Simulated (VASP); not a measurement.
# HfN (Fm-3m) in VASP: relaxation of volume and atoms at fixed shape with LDA

Aim: the relaxation of volume and atoms at fixed shape of HfN with LDA.

All numbers are computed with VASP 6.6.1; they aren't measurements. Logs are shortened: lines on timing, memory, paths and dates and some standing lists are left out, and cuts for length are marked.

## (1) The cell of the first run

It takes space group Fm-3m (No. 225, cubic). The conventional cell has a = 4.510 Å, b = 4.510 Å, c = 4.510 Å, α = 90.00°, β = 90.00°, γ = 90.00°. Within 3.0 Å of Hf (site symmetry m-3m) lie 6 N at 2.25 Å. Within 3.0 Å of N (site symmetry m-3m) lie 6 Hf at 2.25 Å.

## (2) Relaxation of volume and atoms at fixed shape, LDA

Input file INCAR:

```
PREC = Accurate
ENCUT = 600
EDIFF = 1E-7
ISMEAR = -1
SIGMA = 0.05
LREAL = F
LASPH = T
NELM = 120
ALGO = Normal
ISIF = 8
LWAVE = F
LCHARG = F
IBRION = 2
NSW = 80
EDIFFG = -0.02
GGA_COMPAT = F
NELMIN = 4
```

Input file KPOINTS:

```
regular mesh
0
Gamma
  6 6 6
```

Input file POSCAR:

```
HfN
1.0
    4.5100000000      0.0000000000      0.0000000000
    0.0000000000      4.5100000000      0.0000000000
    0.0000000000      0.0000000000      4.5100000000
Hf N
4 4
Direct
    0.0000000000      0.0000000000      0.0000000000
    0.0000000000      0.5000000000      0.5000000000
    0.5000000000      0.0000000000      0.5000000000
    0.5000000000      0.5000000000      0.0000000000
    0.5000000000      0.5000000000      0.5000000000
    0.0000000000      0.0000000000      0.5000000000
    0.0000000000      0.5000000000      0.0000000000
    0.5000000000      0.0000000000      0.0000000000
```

Potentials or basis: VASP PAW LDA potentials, release 64 (Hf_pv, N).

Command:

```
$ cat potpaw_LDA.64/Hf_pv/POTCAR potpaw_LDA.64/N/POTCAR > POTCAR
$ mpirun -np 1 vasp_std > vasp.out
```

OUTCAR:

```text
PREC = Accurate
   ENCUT = 600
   EDIFF = 1E-7
   ISMEAR = -1
   LREAL = F
   LASPH = T
   NELM = 120
   ISIF = 8
   IBRION = 2
   NSW = 80
   EDIFFG = -0.02
   NELMIN = 4

 ion  position               nearest neighbor table
   1  0.000  0.000  0.000-   6 2.25   7 2.25   8 2.25   6 2.25   7 2.25   8 2.25   2 3.19   3 3.19
                             2 3.19   2 3.19   4 3.19   3 3.19   2 3.19   3 3.19   4 3.19   4 3.19
   2  0.000  0.500  0.500-   5 2.25   6 2.25   7 2.25   7 2.25   6 2.25   5 2.25   1 3.19   4 3.19
                             1 3.19   1 3.19   3 3.19   3 3.19   1 3.19   3 3.19   4 3.19   4 3.19
   3  0.500  0.000  0.500-   5 2.25   6 2.25   8 2.25   8 2.25   5 2.25   6 2.25   1 3.19   4 3.19
                             1 3.19   2 3.19   4 3.19   2 3.19   4 3.19   1 3.19   2 3.19   4 3.19
   4  0.500  0.500  0.000-   5 2.25   7 2.25   8 2.25   5 2.25   8 2.25   7 2.25   2 3.19   3 3.19
                             1 3.19   1 3.19   3 3.19   2 3.19   3 3.19   1 3.19   2 3.19   3 3.19
   5  0.500  0.500  0.500-   2 2.25   3 2.25   4 2.25   4 2.25   3 2.25   2 2.25
   6  0.000  0.000  0.500-   1 2.25   2 2.25   3 2.25   1 2.25   2 2.25   3 2.25
   7  0.000  0.500  0.000-   1 2.25   2 2.25   4 2.25   2 2.25   1 2.25   4 2.25
   8  0.500  0.000  0.000-   1 2.25   3 2.25   4 2.25   3 2.25   4 2.25   1 2.25

  LATTYP: Found a simple cubic cell.
 ALAT       =     4.5100000000

  Lattice vectors:

 A1 = (   4.5100000000,   0.0000000000,   0.0000000000)
 A2 = (   0.0000000000,   4.5100000000,   0.0000000000)
 A3 = (   0.0000000000,   0.0000000000,   4.5100000000)

Analysis of symmetry for initial positions (statically):
=====================================================================
 Subroutine PRICEL returns following result:

  LATTYP: Found a face centered cubic cell.
 ALAT       =     4.5100000000

  Lattice vectors:

 A1 = (   2.2550000000,  -2.2550000000,   0.0000000000)
 A2 = (   2.2550000000,   0.0000000000,   2.2550000000)
 A3 = (   0.0000000000,  -2.2550000000,   2.2550000000)

   4 primitive cells build up your supercell.

 Routine SETGRP: Setting up the symmetry group for a
 simple cubic supercell.

 Subroutine GETGRP returns: Found 48 space group operations
 (whereof 48 operations were pure point group operations)
 out of a pool of 48 trial point group operations.

The static configuration has the point symmetry O_h .

Analysis of symmetry for dynamics (positions and initial velocities):
=====================================================================
 Subroutine PRICEL returns following result:

  LATTYP: Found a face centered cubic cell.
 ALAT       =     4.5100000000

  Lattice vectors:

 A1 = (   2.2550000000,  -2.2550000000,   0.0000000000)
 A2 = (   2.2550000000,   0.0000000000,   2.2550000000)
 A3 = (   0.0000000000,  -2.2550000000,   2.2550000000)

   4 primitive cells build up your supercell.

 Routine SETGRP: Setting up the symmetry group for a
 simple cubic supercell.

 Subroutine GETGRP returns: Found 48 space group operations
 (whereof 48 operations were pure point group operations)
 out of a pool of 48 trial point group operations.

The dynamic configuration has the point symmetry O_h .

 Subroutine INISYM returns: Found 48 space group operations
 (whereof 48 operations are pure point group operations),
 and found     4 'primitive' translations

----------------------------------------------------------------------------------------

                                     Primitive cell

  volume of cell :      22.9335

  direct lattice vectors                    reciprocal lattice vectors
     2.255000000 -2.255000000  0.000000000     0.221729490 -0.221729490 -0.221729490
     2.255000000  0.000000000  2.255000000     0.221729490  0.221729490  0.221729490
     0.000000000 -2.255000000  2.255000000    -0.221729490 -0.221729490  0.221729490

  length of vectors
     3.189051583  3.189051583  3.189051583     0.384046742  0.384046742  0.384046742

  position of ions in fractional coordinates (direct lattice)
     0.000000000  0.000000000  0.000000000
     0.500000000  0.500000000  0.500000000

  ion indices of the primitive-cell ions
   primitive index   ion index
                 1           1
                 2           7

----------------------------------------------------------------------------------------

 KPOINTS: regular mesh

Automatic generation of k-mesh.
 Grid dimensions read from file:
 generate k-points for:    6    6    6

 Generating k-lattice:

  Cartesian coordinates                     Fractional coordinates (reciprocal lattice)
     0.036954915  0.000000000  0.000000000     0.166666667  0.000000000  0.000000000
     0.000000000  0.036954915  0.000000000     0.000000000  0.166666667  0.000000000
     0.000000000  0.000000000  0.036954915     0.000000000  0.000000000  0.166666667

  Length of vectors
     0.036954915  0.036954915  0.036954915

  Shift w.r.t. Gamma in fractional coordinates (k-lattice)
     0.000000000  0.000000000  0.000000000

 Subroutine IBZKPT returns following result:
 ===========================================

 Found     20 irreducible k-points:

 Following reciprocal coordinates:
            Coordinates               Weight
  0.000000  0.000000  0.000000      1.000000
  0.166667  0.000000  0.000000      6.000000
  0.333333  0.000000  0.000000      6.000000
  0.500000  0.000000  0.000000      3.000000
  0.166667  0.166667  0.000000     12.000000
  0.333333  0.166667  0.000000     24.000000
[... 12 lines left out ...]
  0.500000  0.500000  0.333333      6.000000
  0.500000  0.500000  0.500000      1.000000
   k-points           NKPTS =     20   k-points in BZ     NKDIM =     20   number of bands    NBANDS=     36
   number of dos      NEDOS =    301   number of ions     NIONS =      8
   total plane-waves  NPLWV =  46656
   dimension x,y,z NGX =    36 NGY =   36 NGZ =   36
   dimension x,y,z NGXF=    72 NGYF=   72 NGZF=   72
   ions per type =               4   4
   NGX,Y,Z   is equivalent  to a cutoff of  13.27, 13.27, 13.27 a.u.
   NGXF,Y,Z  is equivalent  to a cutoff of  26.54, 26.54, 26.54 a.u.
 SYSTEM =  unknown system
   PREC   = accura    normal or accurate (medium, high low for compatibility)
   ISTART =      0    job   : 0-new  1-cont  2-samecut
   ICHARG =      2    charge: 1-file 2-atom 10-const
   ISPIN  =      1    spin polarized calculation?
   LNONCOLLINEAR =      F non collinear calculations
   LSORBIT =      F    spin-orbit coupling
   LASPH  =      T    aspherical Exc in radial PAW
   ENCUT  =  600.0 eV  44.10 Ry    6.64 a.u.   9.01  9.01  9.01*2*pi/ulx,y,z
   NELM   =    120;   NELMIN=  4; NELMDL= -5     # of ELM steps
   EDIFF  = 0.1E-06   stopping-criterion for ELM
   LREAL  =      F    real-space projection
   EDIFFG = -.2E-01   stopping-criterion for IOM
   NSW    =     80    number of steps for IOM
   IBRION =      2    ionic relax: 0-MD 1-quasi-New 2-CG
   NFREE  =      1    steps in history (QN), initial steepest desc. (CG)
   ISIF   =      8    stress and relaxation
   ISYM   =      2    0-nonsym 1-usesym 2-fastsym
   POTIM  = 0.5000    time-step for ionic-motion
   TEBEG  =    0.0;   TEEND  =   0.0 temperature during run
   PSTRESS=    0.0 pullay stress
   NELECT =      60.0000    total number of electrons
   NUPDOWN=      -1.0000    fix difference up-down
   EMIN   =  10.00;   EMAX   =-10.00  energy-range for DOS
   EFERMI =   0.00;   METHOD = LEGACY
   ISMEAR =    -1;   SIGMA  =   0.05  broadening in eV -4-tet -1-fermi 0-gaus
   EFERMI_NEDOS =   21; number of points for ismear=-14 and -15
   IALGO  =     38    algorithm
   IMIX   =      4    mixing-type and parameters
     AMIX     =   0.40;   BMIX     =  1.00
     AMIX_MAG =   1.60;   BMIX_MAG =  1.00
  volume/ion in A,a.u.               =      11.47        77.38
  Fermi-wavevector in a.u.,A,eV,Ry     =   1.421070  2.685432 27.476136  2.019439
  Thomas-Fermi vector in A             =   2.541918
   LORBIT       =      0    0 simple, 1 ext, 2 COOP (PROOUT), +10 PAW based schemes
   GGA     = CA    functional components
   LHFCALC =     F    Hartree Fock is set to
   AEXX    =    0.0000 exact exchange contribution
   IVDW    =     0    specifies the selected vdW correction
   LEPSILON=     F    determine dielectric tensor
   LRPA    =     F    only Hartree local field effects (RPA)
 conjugate gradient relaxation of ions
 non-spin polarized calculation
  energy-cutoff  :      600.00
  volume of cell :       91.73
 maximum number of plane-waves:      3112
   NGX = 19   NGY = 19   NGZ = 19

--------------------------------------- Ionic step        1  -------------------------------------------

 number of electron      59.9999993 magnetization

 Free energy of the ion-electron system (eV)
  ---------------------------------------------------
  ext. energy  EPLUGINS =         0.00000000
  ---------------------------------------------------
  free energy    TOTEN  =       -95.40024551 eV

  energy without entropy =      -95.38021493  energy(sigma->0) =      -95.39023022

------------------------ aborting loop because EDIFF is reached ----------------------------------------

  FORCE on cell =-STRESS in cart. coord.  units (eV):
  Direction    XX          YY          ZZ          XY          YZ          ZX
  --------------------------------------------------------------------------------------
  -------------------------------------------------------------------------------------
  Total       -5.2689951     -5.2689951     -5.2689951     -0.0000000      0.0000000     -0.0000000
  in kB      -92.0256196    -92.0256196    -92.0256196     -0.0000000      0.0000000     -0.0000000
  external PRESSURE =     -92.0256196 kB  Pullay stress =       0.0000000 kB

 VOLUME and BASIS-vectors are now :
 -----------------------------------------------------------------------------
  energy-cutoff  :      600.00
  volume of cell :       91.73
      direct lattice vectors                 reciprocal lattice vectors
     4.510000000  0.000000000  0.000000000     0.221729490  0.000000000  0.000000000
     0.000000000  4.510000000  0.000000000     0.000000000  0.221729490  0.000000000
     0.000000000  0.000000000  4.510000000     0.000000000  0.000000000  0.221729490
[... 43 lines left out ...]
 POSITION                                       TOTAL-FORCE (eV/Angst)
 -----------------------------------------------------------------------------------
      0.00000      0.00000      4.36670        -0.000000     -0.000000     -0.000000
      0.00000      2.18335      2.18335         0.000000     -0.000000      0.000000
      2.18335      4.36670      2.18335         0.000000     -0.000000     -0.000000
      2.18335      2.18335      0.00000        -0.000000     -0.000000     -0.000000
      2.18335      2.18335      2.18335        -0.000000      0.000000     -0.000000
      4.36670      4.36670      2.18335        -0.000000     -0.000000      0.000000
      4.36670      2.18335      0.00000        -0.000000      0.000000      0.000000
      2.18335      0.00000      0.00000         0.000000      0.000000     -0.000000
 -----------------------------------------------------------------------------------
    total drift:                                0.000000      0.000000      0.000000

  FREE ENERGIE OF THE ION-ELECTRON SYSTEM (eV)
  ---------------------------------------------------
  free  energy   TOTEN  =       -95.1069848737 eV

  energy  without entropy=      -95.0873801407  energy(sigma->0) =      -95.09718251

--------------------------------------- Ionic step        3  -------------------------------------------

 number of electron      60.0000000 magnetization

 Free energy of the ion-electron system (eV)
  ---------------------------------------------------
  ext. energy  EPLUGINS =         0.00000000
  ---------------------------------------------------
  free energy    TOTEN  =       -95.48550568 eV

  energy without entropy =      -95.46568853  energy(sigma->0) =      -95.47559710

 E-fermi :   8.4112     XC(G=0): -13.1695

 val. band max:        8.3381498310   @ k =   0.3333   0.3333   0.1667
 cond. band min:       8.4346974078   @ k =   0.1667   0.1667   0.0000
 fundamental gap:      0.0965475768
 Fermi energy:         8.4111884859

 k-point     1 :       0.0000    0.0000    0.0000
  band No.  band energies     occupation
      1     -23.1972      2.00000
      2     -23.1972      2.00000
      3     -23.1972      2.00000
      4     -22.6314      2.00000
      5     -22.6314      2.00000
      6     -22.6314      2.00000
[... 791 lines left out ...]
 POSITION                                       TOTAL-FORCE (eV/Angst)
 -----------------------------------------------------------------------------------
      0.00000      0.00000      0.00000        -0.000000      0.000000     -0.000000
      0.00000      2.23161      2.23161        -0.000000      0.000000      0.000000
      2.23161      0.00000      2.23161         0.000000      0.000000      0.000000
      2.23161      2.23161      0.00000         0.000000     -0.000000     -0.000000
      2.23161      2.23161      2.23161         0.000000      0.000000     -0.000000
      0.00000      0.00000      2.23161         0.000000      0.000000      0.000000
      0.00000      2.23161      0.00000         0.000000      0.000000      0.000000
      2.23161      0.00000      0.00000         0.000000     -0.000000      0.000000
 -----------------------------------------------------------------------------------
    total drift:                                0.000000      0.000000      0.000000

  FREE ENERGIE OF THE ION-ELECTRON SYSTEM (eV)
  ---------------------------------------------------
  free  energy   TOTEN  =       -95.4855056754 eV

  energy  without entropy=      -95.4656885313  energy(sigma->0) =      -95.47559710

 reached required accuracy - stopping structural energy minimisation
```

It took 2.9 min on 1 thread of Oxide Virtual Turin-like, shared host; peak memory 0.18 GiB.

Results:

| Property | Result |
| --- | --- |
| Free energy | -95.4855 eV |
| Relaxed volume | 11.11 Å³/atom |
| Relaxed cell | a = 4.463 Å, b = 4.463 Å, c = 4.463 Å, α = 90.00°, β = 90.00°, γ = 90.00° |
| Space group after relaxing (to 0.1 Å) | Fm-3m (No. 225) |
| Energy gained by relaxing | 10.7 meV/atom |
| Ionic steps | 3 |
| Pressure after relaxing | -0.2 GPa |
| Band gap on the k mesh | zero (bands 30 and 31 overlap by 6.43 eV) |

The path:
| step | energy change (eV) | largest force (eV/Å) | pressure (GPa) | volume (Å³) |
| --- | --- | --- | --- | --- |
| 1 | 0.0000 | 0.0000 | -9.20 | 91.73 |
| 2 | 0.2933 | 0.0000 | 23.02 | 83.26 |
| 3 | -0.0853 | 0.0000 | -0.22 | 88.91 |

Final structure:
```
Hf N
1.0
     4.46321    0.00000    0.00000
     0.00000    4.46321    0.00000
     0.00000    0.00000    4.46321
Hf N
4 4
Direct
  0.00000 0.00000 0.00000
  0.00000 0.50000 0.50000
  0.50000 0.00000 0.50000
  0.50000 0.50000 0.00000
  0.50000 0.50000 0.50000
  0.00000 0.00000 0.50000
  0.00000 0.50000 0.00000
  0.50000 0.00000 0.00000
```

Caveat: spin-orbit coupling is left out, which moves the levels of the heavy elements.

The gap in the log of VASP goes by the Fermi energy; the results here count the filled bands.